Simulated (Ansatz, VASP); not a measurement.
**One calculation of Al, two programs**

File INCAR:

```
SYSTEM = Al
PREC     = Accurate       ! precision mode
ENCUT    = 520            ! plane-wave cutoff, eV
EDIFF    = 1E-7           ! SCF threshold, eV
ISMEAR   = 0              ! smearing method
SIGMA    = 0.15           ! smearing width, eV
LREAL    = .FALSE.        ! projectors in reciprocal space
LASPH    = .TRUE.         ! aspherical terms in the spheres
NELM     = 60             ! most SCF steps
ALGO     = Fast           ! electronic algorithm
ISIF     = 2              ! what is computed and relaxed
LWAVE    = .FALSE.        ! write WAVECAR
LCHARG   = .FALSE.        ! write CHGCAR
GGA      = PS             ! functional
NBANDS   = 22             ! bands
```

The input KPOINTS:

```
Automatic mesh
0
G
  10 10 10
  0 0 0
```

Contents of POSCAR:

```
Al
1.0
    3.2126361663      3.2126361663      3.2126361663
   -3.2126361663     -3.2126361663      3.2126361663
    3.2126361663     -3.2126361663     -3.2126361663
Al
8
Direct
   -0.1820934490      0.5364186898      0.3543252408
    0.0000000000      0.0000000000      0.5000000000
    0.0000000000      0.5000000000      0.0000000000
    0.0000000000      0.0000000000      0.0000000000
    0.5000000000      0.5000000000      0.5000000000
    0.5000000000      0.0000000000      0.5000000000
    0.5000000000      0.5000000000      0.0000000000
    0.5000000000      0.0000000000      0.0000000000
```

Input for Ansatz:

```yaml
crystal:
  lattice:
    - [3.2126361663, 3.2126361663, 3.2126361663]
    - [-3.2126361663, -3.2126361663, 3.2126361663]
    - [3.2126361663, -3.2126361663, -3.2126361663]
  atoms:
    - { symbol: Al, position: [-0.182093449, 0.5364186898, 0.3543252408] }
    - { symbol: Al, position: [0.0, 0.0, 0.5] }
    - { symbol: Al, position: [0.0, 0.5, 0.0] }
    - { symbol: Al, position: [0.0, 0.0, 0.0] }
    - { symbol: Al, position: [0.5, 0.5, 0.5] }
    - { symbol: Al, position: [0.5, 0.0, 0.5] }
    - { symbol: Al, position: [0.5, 0.5, 0.0] }
    - { symbol: Al, position: [0.5, 0.0, 0.0] }
basis:
  ecutwfc: 420
kpoints:
  mp_grid: { grid: [10, 10, 10] }
hamiltonian:
  xc: pbesol
  pseudopotentials: { kind: paw, azcp: { folder: soft_1 } }
scf:
  occupations: { method: gaussian, width: 0.15 }
output:
  forces: true
  stress: true
  eigenvalues: true
```

Alike in both runs: task single point; functional PBEsol; k mesh 10 × 10 × 10; occupations gaussian, width 0.15 eV; no spin polarisation.

|  | VASP | Ansatz |
| --- | --- | --- |
| version | VASP 6.6.1 | Ansatz 0.2.0 |
| potentials or method | VASP PAW PBE potentials, release 64 (Al), cutoff 520 eV | scalar-relativistic, plane waves, PAW |
| valence electrons in the cell | 24 | 24 |

|  | VASP | Ansatz | Ansatz less VASP |
| --- | --- | --- | --- |
| gap on the k mesh at the Fermi level (eV) | none | none | - |
| pressure (GPa) | 13.3 | 13.2 | -0.15 |
| traceless stress, the component that is largest in VASP (GPa) | -2.10 | -2.09 | +0.005 |
| rms of the force components (eV/Å) | 2.723 | 2.707 | -0.0156 |

VASP's potentials were made for PBE, not for PBEsol, and Ansatz warns of the same on its side. Atom by atom the forces differ by 0.016 eV/Å (rms over components). A gap of «none» marks a metal or a gap that the smearing closes.
